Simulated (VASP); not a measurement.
Input of a VASP 6.6.1 run:

The input INCAR:

```
ALGO = Normal
EDIFF = 1E-7
EDIFFG = -0.01
ENCUT = 600
GGA = PE
GGA_COMPAT = False
IBRION = 2
ISIF = 3
ISMEAR = -1
LASPH = True
LCHARG = False
LREAL = False
LWAVE = False
NELM = 120
NELMIN = 4
NSW = 80
PREC = Accurate
SIGMA = 0.02
```

Contents of KPOINTS:

```
k-points
0
Gamma
  6 6 6
```

The input POSCAR:

```
Hf3N4
1.0
   -3.3505000000      3.3505000000      3.3505000000
    3.3505000000     -3.3505000000      3.3505000000
    3.3505000000      3.3505000000     -3.3505000000
Hf N
6 8
Direct
    0.2500000000      0.6250000000      0.3750000000
    0.3750000000      0.2500000000      0.6250000000
    0.7500000000      0.8750000000      0.1250000000
    0.1250000000      0.7500000000      0.8750000000
    0.6250000000      0.3750000000      0.2500000000
    0.8750000000      0.1250000000      0.7500000000
    0.1260000000      0.1260000000      0.1260000000
    0.8740000000      0.5000000000      0.0000000000
    0.5000000000      0.0000000000      0.3740000000
    0.0000000000      0.8740000000      0.5000000000
    0.3740000000      0.5000000000      0.0000000000
    0.6260000000      0.6260000000      0.6260000000
    0.0000000000      0.3740000000      0.5000000000
    0.5000000000      0.0000000000      0.8740000000
```

Potentials or basis: VASP PAW PBE potentials, release 64 (Hf_pv, N).

Run with:

```bash
$ cat potpaw_PBE.64/Hf_pv/POTCAR potpaw_PBE.64/N/POTCAR > POTCAR
$ mpirun -np 1 vasp_std > vasp.out
```

Problem. What does it give for the relaxed cell?

Solution. a = 5.810 Å, b = 5.810 Å, c = 5.810 Å, α = 109.47°, β = 109.47°, γ = 109.47°.

Problem. Predict the relaxed volume.

Solution. 10.78 Å³/atom.

Problem. Predict the band gap on the k mesh.

Solution. 1.04 eV.

Final structure:
```xyz
14
Lattice="-3.3545 3.3545 3.3545 3.3545 -3.3545 3.3545 3.3545 3.3545 -3.3545" Properties=species:S:1:pos:R:3 pbc="T T T"
Hf    2.5158    0.0000    1.6772
Hf    1.6772    2.5158    0.0000
Hf    0.8386    0.0000    5.0317
Hf    5.0317    0.8386    0.0000
Hf    0.0000    1.6772    2.5158
Hf    0.0000    5.0317    0.8386
N     0.4490    0.4490    0.4490
N    -1.2282    1.2282    4.5827
N    -0.4490    2.9055    0.4490
N     4.5827   -1.2282    1.2282
N     0.4490   -0.4490    2.9055
N     2.1262    2.1262    2.1262
N     2.9055    0.4490   -0.4490
N     1.2282    4.5827   -1.2282
```

Caveat: spin-orbit coupling is left out, which moves the levels of the heavy elements. PBE gaps usually lie below the measured ones, often by a third to a half.
